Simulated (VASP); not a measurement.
Write the native input for VASP 6.6.1 that does the following.

| Property | Result |
| --- | --- |
| Task | single point |
| Functional | PBE |
| Potentials or basis | VASP PAW PBE potentials, release 64 (Si, C, O) |
| Cutoff | 520 eV |
| k mesh | 4 × 4 × 1 |
| Occupations | gaussian, width 0.05 eV |
| Spin | no spin polarisation |
| Dipole correction | yes |
| Further INCAR settings | LREAL = Auto; ALGO = Normal; EDIFF = 1e-06; NBANDS = 52 |

The structure of Si16CO lies in POSCAR:

```
Si16CO
1.0
    7.7354121591      0.0000000000      0.0000000000
    0.0000000000      7.7354121591      0.0000000000
    0.0000000000      0.0000000000     22.1119221361
Si C O
16 1 1
Direct
    0.0000000000      0.2500000000      0.1808978874
    0.0000000000      0.7500000000      0.1808978874
    0.5000000000      0.2500000000      0.1808978874
    0.5000000000      0.7500000000      0.1808978874
    0.0000000000      0.0000000000      0.2427396662
    0.0000000000      0.5000000000      0.2427396662
    0.5000000000      0.0000000000      0.2427396662
    0.5000000000      0.5000000000      0.2427396662
    0.2500000000      0.0000000000      0.3062012287
    0.2500000000      0.5000000000      0.3062012287
    0.7500000000      0.0000000000      0.3062012287
    0.7500000000      0.5000000000      0.3062012287
    0.2500000000      0.2500000000      0.3668573942
    0.2500000000      0.7500000000      0.3668573942
    0.7500000000      0.2500000000      0.3668573942
    0.7500000000      0.7500000000      0.3668573942
    0.5000000000      0.7500000000      0.3257031248
    0.5000000000      0.7500000000      0.3781635122
```

The input as run:

INCAR

```
SYSTEM = Si16CO
  PREC = Accurate
  ENCUT = 520
  EDIFF = 1E-6
  ISMEAR = 0
  SIGMA = 0.05
  LREAL = Auto
  LASPH = .True.
  NELM = 80
  ALGO = Normal
  ISIF = 2
  LWAVE = .False.
  LCHARG = .False.
  LDIPOL = .True.
  IDIPOL = 3
  DIPOL = 0.5 0.5 0.283
  GGA = PE
  NBANDS = 52
```

KPOINTS

```
regular mesh
0
Gamma
  4 4 1
  0 0 0
```

Potentials or basis: VASP PAW PBE potentials, release 64 (Si, C, O).

Command:

```console
$ cat potpaw_PBE.64/Si/POTCAR potpaw_PBE.64/C/POTCAR potpaw_PBE.64/O/POTCAR > POTCAR
$ mpirun -np 1 vasp_std > vasp.out
```

Results of the run:

```yaml
Largest_force: 10.955 eV/Å
Band_gap_on_the_k_mesh: zero (band 37 reaches -2.36 eV, above the bottom of band 38 at -2.38 eV)
```

Wall time 16 min on 1 thread of AMD EPYC 9R45 96-Core Processor (Zen 5) (shared host), peak memory 1.3 GiB.
